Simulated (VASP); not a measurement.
# BaTiO3 (Pm-3m) in VASP: notebook

The runs below take BaTiO3 through single point, with PBE.

Program: VASP 6.6.1. These are calculated values, not measurements. Logs are shortened: lines on timing, memory, paths and dates and some standing lists are left out, and cuts for length are marked.

### Step 1. The cell of the first run

Symmetry: Pm-3m, No. 221, cubic system. Conventional cell: a = 4.019 Å, b = 4.019 Å, c = 4.019 Å, α = 90.00°, β = 90.00°, γ = 90.00°. Within 3.7 Å of Ba (site symmetry m-3m) lie 12 O at 2.84 Å and 8 Ti at 3.48 Å. Within 2.7 Å of Ti (site symmetry m-3m) lie 6 O at 2.01 Å. Within 2.7 Å of O (site symmetry 4/mmm) lie 2 Ti at 2.01 Å.

### Step 2. Single point, PBE

Contents of INCAR:

```
SYSTEM = BaTiO3
PREC     = Accurate       ! precision mode
ENCUT    = 910            ! plane-wave cutoff, eV
EDIFF    = 1E-6           ! SCF threshold, eV
ISMEAR   = 0              ! smearing method
SIGMA    = 0.01           ! smearing width, eV
LREAL    = .False.        ! projectors in reciprocal space
LASPH    = .True.         ! aspherical terms in the spheres
NELM     = 120            ! most SCF steps
ALGO     = Normal         ! electronic algorithm
ISIF     = 2              ! what is computed and relaxed
LWAVE    = .False.        ! write WAVECAR
LCHARG   = .True.         ! write CHGCAR
GGA      = PE             ! functional
LELF     = .True.         ! ELF
LVHAR    = .True.       
NBANDS   = 28             ! bands
GGA_COMPAT= .False.
```

Contents of KPOINTS:

```
Automatic mesh
0
Gamma
  6 6 6
  0 0 0
```

Contents of POSCAR:

```
BaTiO3
1.0
    4.0192506705      0.0000000000      0.0000000000
    0.0000000000      4.0192506705      0.0000000000
    0.0000000000      0.0000000000      4.0192506705
Ba Ti O
1 1 3
Direct
    0.5000000000      0.5000000000      0.5000000000
    0.0000000000      0.0000000000      0.0000000000
    0.5000000000      0.0000000000      0.0000000000
    0.0000000000      0.5000000000      0.0000000000
    0.0000000000      0.0000000000      0.5000000000
```

Potentials or basis: VASP PAW PBE potentials, release 64 (Ba_sv, Ti_sv, O_h).

Started as:

```bash
cat potpaw_PBE.64/Ba_sv/POTCAR potpaw_PBE.64/Ti_sv/POTCAR potpaw_PBE.64/O_h/POTCAR > POTCAR
mpirun -np 1 vasp_std > vasp.out
```

OUTCAR:

```text
SYSTEM = BaTiO3
   PREC = Accurate
   ENCUT = 910
   EDIFF = 1E-6
   ISMEAR = 0
   LREAL = .False.
   LASPH = .True.
   NELM = 120
   ISIF = 2
   GGA = PE

 ion  position               nearest neighbor table
   1  0.500  0.500  0.500-   3 2.84   4 2.84   5 2.84   3 2.84   4 2.84   3 2.84   5 2.84   3 2.84
                             4 2.84   5 2.84   4 2.84   5 2.84   2 3.48   2 3.48   2 3.48   2 3.48
   2  0.000  0.000  0.000-   3 2.01   4 2.01   5 2.01   5 2.01   4 2.01   3 2.01   1 3.48   1 3.48
                             1 3.48   1 3.48   1 3.48   1 3.48   1 3.48   1 3.48
   3  0.500  0.000  0.000-   2 2.01   2 2.01   1 2.84   1 2.84   1 2.84   1 2.84
   4  0.000  0.500  0.000-   2 2.01   2 2.01   1 2.84   1 2.84   1 2.84   1 2.84
   5  0.000  0.000  0.500-   2 2.01   2 2.01   1 2.84   1 2.84   1 2.84   1 2.84

  LATTYP: Found a simple cubic cell.
 ALAT       =     4.0192506705

  Lattice vectors:

 A1 = (   4.0192506705,   0.0000000000,   0.0000000000)
 A2 = (   0.0000000000,   4.0192506705,   0.0000000000)
 A3 = (   0.0000000000,   0.0000000000,   4.0192506705)

Analysis of symmetry for initial positions (statically):
=====================================================================
 Subroutine PRICEL returns:
 Original cell was already a primitive cell.

 Routine SETGRP: Setting up the symmetry group for a
 simple cubic supercell.

 Subroutine GETGRP returns: Found 48 space group operations
 (whereof 48 operations were pure point group operations)
 out of a pool of 48 trial point group operations.

The static configuration has the point symmetry O_h .

Analysis of symmetry for dynamics (positions and initial velocities):
=====================================================================
 Subroutine PRICEL returns:
 Original cell was already a primitive cell.

 Routine SETGRP: Setting up the symmetry group for a
 simple cubic supercell.

 Subroutine GETGRP returns: Found 48 space group operations
 (whereof 48 operations were pure point group operations)
 out of a pool of 48 trial point group operations.

The dynamic configuration has the point symmetry O_h .

 Subroutine INISYM returns: Found 48 space group operations
 (whereof 48 operations are pure point group operations),
 and found     1 'primitive' translations

----------------------------------------------------------------------------------------

                                     Primitive cell

  volume of cell :      64.9285

  direct lattice vectors                    reciprocal lattice vectors
     4.019250670  0.000000000  0.000000000     0.248802596  0.000000000  0.000000000
     0.000000000  4.019250670  0.000000000     0.000000000  0.248802596  0.000000000
     0.000000000  0.000000000  4.019250670     0.000000000  0.000000000  0.248802596

  length of vectors
     4.019250670  4.019250670  4.019250670     0.248802596  0.248802596  0.248802596

  position of ions in fractional coordinates (direct lattice)
     0.500000000  0.500000000  0.500000000
     0.000000000  0.000000000  0.000000000
     0.500000000  0.000000000  0.000000000
     0.000000000  0.500000000  0.000000000
     0.000000000  0.000000000  0.500000000

  ion indices of the primitive-cell ions
   primitive index   ion index
                 1           1
                 2           2
                 3           3
                 4           4
                 5           5

----------------------------------------------------------------------------------------

 KPOINTS: Automatic mesh

Automatic generation of k-mesh.
 Grid dimensions read from file:
 generate k-points for:    6    6    6

 Generating k-lattice:

  Cartesian coordinates                     Fractional coordinates (reciprocal lattice)
     0.041467099  0.000000000  0.000000000     0.166666667  0.000000000  0.000000000
     0.000000000  0.041467099  0.000000000     0.000000000  0.166666667  0.000000000
     0.000000000  0.000000000  0.041467099     0.000000000  0.000000000  0.166666667

  Length of vectors
     0.041467099  0.041467099  0.041467099

  Shift w.r.t. Gamma in fractional coordinates (k-lattice)
     0.000000000  0.000000000  0.000000000

 Subroutine IBZKPT returns following result:
 ===========================================

 Found     20 irreducible k-points:

 Following reciprocal coordinates:
            Coordinates               Weight
  0.000000  0.000000  0.000000      1.000000
  0.166667  0.000000  0.000000      6.000000
  0.333333  0.000000  0.000000      6.000000
  0.500000  0.000000  0.000000      3.000000
  0.166667  0.166667  0.000000     12.000000
  0.333333  0.166667  0.000000     24.000000
[... 12 lines left out ...]
  0.500000  0.500000  0.333333      6.000000
  0.500000  0.500000  0.500000      1.000000
   k-points           NKPTS =     20   k-points in BZ     NKDIM =     20   number of bands    NBANDS=     28
   number of dos      NEDOS =    301   number of ions     NIONS =      5
   total plane-waves  NPLWV =  64000
   dimension x,y,z NGX =    40 NGY =   40 NGZ =   40
   dimension x,y,z NGXF=    80 NGYF=   80 NGZF=   80
   ions per type =               1   1   3
   NGX,Y,Z   is equivalent  to a cutoff of  16.54, 16.54, 16.54 a.u.
   NGXF,Y,Z  is equivalent  to a cutoff of  33.09, 33.09, 33.09 a.u.
 SYSTEM =  BaTiO3
   PREC   = accura    normal or accurate (medium, high low for compatibility)
   ISTART =      0    job   : 0-new  1-cont  2-samecut
   ICHARG =      2    charge: 1-file 2-atom 10-const
   ISPIN  =      1    spin polarized calculation?
   LNONCOLLINEAR =      F non collinear calculations
   LSORBIT =      F    spin-orbit coupling
   LASPH  =      T    aspherical Exc in radial PAW
   ENCUT  =  910.0 eV  66.88 Ry    8.18 a.u.   9.89  9.89  9.89*2*pi/ulx,y,z
   NELM   =    120;   NELMIN=  2; NELMDL= -5     # of ELM steps
   EDIFF  = 0.1E-05   stopping-criterion for ELM
   LREAL  =      F    real-space projection
   EDIFFG = 0.1E-04   stopping-criterion for IOM
   NSW    =      0    number of steps for IOM
   IBRION =     -1    ionic relax: 0-MD 1-quasi-New 2-CG
   NFREE  =      0    steps in history (QN), initial steepest desc. (CG)
   ISIF   =      2    stress and relaxation
   ISYM   =      2    0-nonsym 1-usesym 2-fastsym
   POTIM  = 0.5000    time-step for ionic-motion
   TEBEG  =    0.0;   TEEND  =   0.0 temperature during run
   PSTRESS=    0.0 pullay stress
   NELECT =      40.0000    total number of electrons
   NUPDOWN=      -1.0000    fix difference up-down
   EMIN   =  10.00;   EMAX   =-10.00  energy-range for DOS
   EFERMI =   0.00;   METHOD = LEGACY
   ISMEAR =     0;   SIGMA  =   0.01  broadening in eV -4-tet -1-fermi 0-gaus
   EFERMI_NEDOS =   21; number of points for ismear=-14 and -15
   IALGO  =     38    algorithm
   IMIX   =      4    mixing-type and parameters
     AMIX     =   0.40;   BMIX     =  1.00
     AMIX_MAG =   1.60;   BMIX_MAG =  1.00
  volume/ion in A,a.u.               =      12.99        87.63
  Fermi-wavevector in a.u.,A,eV,Ry     =   1.392996  2.632380 26.401244  1.940437
  Thomas-Fermi vector in A             =   2.516684
   LORBIT       =      0    0 simple, 1 ext, 2 COOP (PROOUT), +10 PAW based schemes
   GGA     = PE    functional components
   LHFCALC =     F    Hartree Fock is set to
   AEXX    =    0.0000 exact exchange contribution
   IVDW    =     0    specifies the selected vdW correction
   LEPSILON=     F    determine dielectric tensor
   LRPA    =     F    only Hartree local field effects (RPA)
 non-spin polarized calculation
 Gauss-broadening in eV      SIGMA  =   0.01
  energy-cutoff  :      910.00
  volume of cell :       64.93
 maximum number of plane-waves:      4076
 NGX is ok and might be reduce to    40
   NGX = 19   NGY = 19   NGZ = 19

 number of electron      40.0000007 magnetization

 Free energy of the ion-electron system (eV)
  ---------------------------------------------------
  ext. energy  EPLUGINS =         0.00000000
  ---------------------------------------------------
  free energy    TOTEN  =       -40.00490534 eV

  energy without entropy =      -40.00490534  energy(sigma->0) =      -40.00490534

 E-fermi :   4.1536     XC(G=0): -11.1978

 val. band max:        4.0893983076   @ k =   0.5000   0.5000   0.5000
 cond. band min:       5.8121237355   @ k =   0.0000   0.0000   0.0000
 fundamental gap:      1.7227254279
 Fermi energy:         4.1536066112

 k-point     1 :       0.0000    0.0000    0.0000
  band No.  band energies     occupation
      1     -52.6005      2.00000
      2     -28.8044      2.00000
      3     -28.8044      2.00000
      4     -28.8044      2.00000
      5     -20.7488      2.00000
      6     -12.7721      2.00000
[... 20 lines left out ...]
     27       9.1302      0.00000
     28      11.3434      0.00000

 k-point     2 :       0.1667    0.0000    0.0000
  band No.  band energies     occupation
      1     -52.6003      2.00000
      2     -28.8167      2.00000
      3     -28.8039      2.00000
      4     -28.8039      2.00000
      5     -20.7214      2.00000
      6     -12.7885      2.00000
[... 20 lines left out ...]
     27       9.6563      0.00000
     28      11.9944      0.00000

 k-point     3 :       0.3333    0.0000    0.0000
  band No.  band energies     occupation
      1     -52.5999      2.00000
      2     -28.8410      2.00000
      3     -28.8030      2.00000
      4     -28.8030      2.00000
      5     -20.6656      2.00000
      6     -12.9001      2.00000
[... 20 lines left out ...]
     27      10.8762      0.00000
     28      12.3222      0.00000

 k-point     4 :       0.5000    0.0000    0.0000
  band No.  band energies     occupation
      1     -52.5996      2.00000
      2     -28.8531      2.00000
      3     -28.8025      2.00000
      4     -28.8025      2.00000
      5     -20.6372      2.00000
      6     -12.9774      2.00000
[... 20 lines left out ...]
     27      11.6229      0.00000
     28      12.2395      0.00000

 k-point     5 :       0.1667    0.1667    0.0000
  band No.  band energies     occupation
      1     -52.6001      2.00000
      2     -28.8164      2.00000
      3     -28.8158      2.00000
      4     -28.8035      2.00000
      5     -20.6964      2.00000
      6     -12.7652      2.00000
[... 20 lines left out ...]
     27      10.1664      0.00000
     28      12.2350      0.00000

 k-point     6 :       0.3333    0.1667    0.0000
  band No.  band energies     occupation
      1     -52.5996      2.00000
      2     -28.8403      2.00000
      3     -28.8150      2.00000
      4     -28.8025      2.00000
      5     -20.6453      2.00000
      6     -12.8041      2.00000
[... 339 lines left out ...]
      5     -20.5519      2.00000
      6     -12.2903      2.00000
[... 20 lines left out ...]
     27      11.8531      0.00000
     28      11.8531      0.00000

 k-point    18 :       0.5000    0.3333    0.3333
  band No.  band energies     occupation
      1     -52.5983      2.00000
      2     -28.8490      2.00000
      3     -28.8368      2.00000
      4     -28.8365      2.00000
      5     -20.5342      2.00000
      6     -12.1861      2.00000
[... 20 lines left out ...]
     27      11.7174      0.00000
     28      11.7506      0.00000

 k-point    19 :       0.5000    0.5000    0.3333
  band No.  band energies     occupation
      1     -52.5980      2.00000
      2     -28.8483      2.00000
      3     -28.8483      2.00000
      4     -28.8361      2.00000
      5     -20.5177      2.00000
      6     -12.0154      2.00000
[... 20 lines left out ...]
     27      11.4032      0.00000
     28      11.6272      0.00000

 k-point    20 :       0.5000    0.5000    0.5000
  band No.  band energies     occupation
      1     -52.5978      2.00000
      2     -28.8478      2.00000
      3     -28.8478      2.00000
      4     -28.8478      2.00000
      5     -20.5018      2.00000
      6     -11.8745      2.00000
[... 20 lines left out ...]
     27      11.6273      0.00000
     28      11.6273      0.00000

------------------------ aborting loop because EDIFF is reached ----------------------------------------

  FORCE on cell =-STRESS in cart. coord.  units (eV):
  Direction    XX          YY          ZZ          XY          YZ          ZX
  --------------------------------------------------------------------------------------
  -------------------------------------------------------------------------------------
  Total        0.5796049      0.5796049      0.5796049      0.0000000     -0.0000000      0.0000000
  in kB       14.3023487     14.3023487     14.3023487      0.0000000     -0.0000000      0.0000000
  external PRESSURE =      14.3023487 kB  Pullay stress =       0.0000000 kB

 VOLUME and BASIS-vectors are now :
 -----------------------------------------------------------------------------
  energy-cutoff  :      910.00
  volume of cell :       64.93
      direct lattice vectors                 reciprocal lattice vectors
     4.019250670  0.000000000  0.000000000     0.248802596  0.000000000  0.000000000
     0.000000000  4.019250670  0.000000000     0.000000000  0.248802596  0.000000000
     0.000000000  0.000000000  4.019250670     0.000000000  0.000000000  0.248802596

 POSITION                                       TOTAL-FORCE (eV/Angst)
 -----------------------------------------------------------------------------------
      2.00963      2.00963      2.00963         0.000000      0.000000      0.000000
      0.00000      0.00000      0.00000         0.000000      0.000000      0.000000
      2.00963      0.00000      0.00000         0.000000      0.000000      0.000000
      0.00000      2.00963      0.00000         0.000000      0.000000      0.000000
      0.00000      0.00000      2.00963         0.000000      0.000000      0.000000
 -----------------------------------------------------------------------------------
    total drift:                               -0.000000      0.000000     -0.000000

  FREE ENERGIE OF THE ION-ELECTRON SYSTEM (eV)
  ---------------------------------------------------
  free  energy   TOTEN  =       -40.0049053380 eV

  energy  without entropy=      -40.0049053380  energy(sigma->0) =      -40.00490534
```

Run time: 47 s. Hardware: 1 thread of AMD EPYC 9R45 (Zen 5), shared host; peak memory 0.26 GiB.

What came out:

| Property | Result |
| --- | --- |
| Free energy | -40.0049 eV |
| Pressure | 1.4 GPa |
| Band gap on the k mesh | 1.72 eV, indirect (least direct gap 1.88 eV) |

Caveat: the cutoff is under 1.25 times the usual one of these potentials, so pressure, stress and relaxed cells hold a basis-set (Pulay) error; spin-orbit coupling is left out, which moves the levels of the heavy elements. A k mesh can miss the band edges.

### Step 3. Single point, PBE

This run uses another cell than the first one, of 12.74 Å³/atom, 0.981 times its volume.

Contents of INCAR:

```
ALGO = Normal
EDIFF = 1E-6
ENCUT = 910
GGA = PE
GGA_COMPAT = F
ISIF = 2
ISMEAR = 0
LASPH = T
LCHARG = T
LELF = T
LREAL = F
LVHAR = T
LWAVE = F
NBANDS = 28
NELM = 120
PREC = Accurate
SIGMA = 0.01
```

Contents of KPOINTS:

```
k-points
0
Gamma
  6 6 6
```

Changes to POSCAR since step 2:

```diff
@@ -2,5 +2,5 @@
 1.0
-    4.0192506705      0.0000000000      0.0000000000
-    0.0000000000      4.0192506705      0.0000000000
-    0.0000000000      0.0000000000      4.0192506705
+    3.9940959549      0.0000000000      0.0000000000
+    0.0000000000      3.9940959549      0.0000000000
+    0.0000000000      0.0000000000      3.9940959549
 Ba Ti O
```

Potentials or basis: VASP PAW PBE potentials, release 64 (Ba_sv, Ti_sv, O_h).

Started as:

```bash
cat potpaw_PBE.64/Ba_sv/POTCAR potpaw_PBE.64/Ti_sv/POTCAR potpaw_PBE.64/O_h/POTCAR > POTCAR
mpirun -np 1 vasp_std > vasp.out
```

Run time: 80 s. Hardware: 1 thread of Intel Xeon Platinum 8488C (Sapphire Rapids), shared host; peak memory 0.29 GiB.

Results (log left out):

- Free energy: -39.9789 eV
- Pressure: 4.5 GPa
- Band gap on the k mesh: 1.76 eV, indirect (least direct gap 1.90 eV)

Levels at points of the mesh, in eV from the valence-band top:
| k point | band 16 | band 17 | band 18 | band 19 | band 20 | band 21 | band 22 | band 23 | band 24 | band 25 |
| --- | --- | --- | --- | --- | --- | --- | --- | --- | --- | --- |
| (0.00, 0.00, 0.00) | -1.10 | -1.10 | -0.14 | -0.14 | -0.14 | 1.76 | 1.76 | 1.76 | 3.95 | 3.95 |
| (0.50, 0.00, 0.00) | -1.94 | -1.84 | -1.84 | -0.71 | -0.71 | 1.92 | 3.52 | 3.52 | 3.96 | 5.99 |
| (0.50, 0.50, 0.00) | -2.71 | -1.71 | -0.87 | -0.87 | -0.09 | 3.53 | 3.53 | 3.94 | 4.81 | 7.74 |
| (0.50, 0.50, 0.50) | -2.40 | -2.40 | 0.00 | 0.00 | 0.00 | 4.20 | 4.20 | 4.20 | 6.76 | 6.76 |

Caveat: the cutoff is under 1.25 times the usual one of these potentials, so pressure, stress and relaxed cells hold a basis-set (Pulay) error; spin-orbit coupling is left out, which moves the levels of the heavy elements. A k mesh can miss the band edges.
